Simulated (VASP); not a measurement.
A run of VASP 6.6.1:

The input POSCAR:

```
HgTe
1.0
    0.0000000000      3.1710554852      3.1710554852
    3.1710554852      0.0000000000      3.1710554852
    3.1710554852      3.1710554852      0.0000000000
Hg Te
1 1
Direct
    0.0000000000      0.0000000000      0.0000000000
    0.7500000000      0.7500000000      0.7500000000
```

INCAR.step1

```
SYSTEM = HgTe
PREC = Accurate
ENCUT = 520
ISMEAR = -1
SIGMA = 0.05
LREAL = .False.
LASPH = .True.
NELM = 60
NBANDS = 16
GGA = PE
ALGO = Normal
EDIFF = 1E-4
LWAVE = .True.
LCHARG = .False.
```

INCAR.step2

```
SYSTEM = HgTe
PREC = Accurate
ENCUT = 520
EDIFF = 1E-6
ISMEAR = -1
SIGMA = 0.05
LREAL = .False.
LASPH = .True.
NELM = 60
ALGO = Normal
ISIF = 2
LWAVE = .False.
LCHARG = .False.
METAGGA = R2SCAN
LMIXTAU = .True.
IVDW = 13
VDW_S6 = 1.0
VDW_S8 = 0.6018749
VDW_A1 = 0.51559235
VDW_A2 = 5.77342911
NBANDS = 16
ISTART = 1
```

The input KPOINTS:

```
Automatic mesh
0
Gamma
  7 7 7
  0 0 0
```

Potentials or basis: VASP PAW PBE potentials, release 64 (Hg, Te).

Launch:

```bash
$ cat potpaw_PBE.64/Hg/POTCAR potpaw_PBE.64/Te/POTCAR > POTCAR
$ cp INCAR.step1 INCAR
$ mpirun -np 1 vasp_std > vasp.out
$ cp INCAR.step2 INCAR
$ mpirun -np 1 vasp_std > vasp.out
```

Hardware: 1 thread of AMD EPYC 7R43 64-Core Processor (Zen 3), on a shared host.

Q: Estimate the wall time of this run.

A: It took 110 s on 1 thread of AMD EPYC 7R43 64-Core Processor (Zen 3) (shared host), peak memory 0.19 GiB. Counts: k points 20.
